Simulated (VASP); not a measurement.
WS2 (Tungstenite):

```xyz
3
Lattice="1.5859 0.9156 6.2375 -1.5859 0.9156 6.2375 0.0000 -1.8312 6.2375" Properties=species:S:1:pos:R:3 pbc="T T T"
W     0.0000    0.0000    0.0125
S     0.0000    0.0000    4.6885
S     0.0000    0.0000    7.8120
```

Base run:

* Program: VASP 6.6.1
* Functional: PBE
* Potentials or basis: VASP PAW PBE potentials, release 64 (W_sv, S)
* Cutoff: 520 eV
* k mesh: 6 × 6 × 6
* Occupations: gaussian, width 0.01 eV
* Spin: no spin polarisation

Its results: band gap on the k mesh 1.09 eV, indirect (least direct gap 1.84 eV); pressure 3.2 GPa; largest force 0.202 eV/Å.

Q: The run is repeated on the same cell with these changes: cutoff from 520 eV to 500 eV; k mesh from 6 × 6 × 6 to 2 × 2 × 2. What comes out?

A: Band gap on the k mesh 1.99 eV, indirect (least direct gap 2.22 eV); pressure 6.3 GPa; largest force 0.554 eV/Å.

Caveats: some runs use coarse meshes; spin-orbit coupling is left out, which moves the levels of the heavy elements.

A k mesh can miss the band edges.
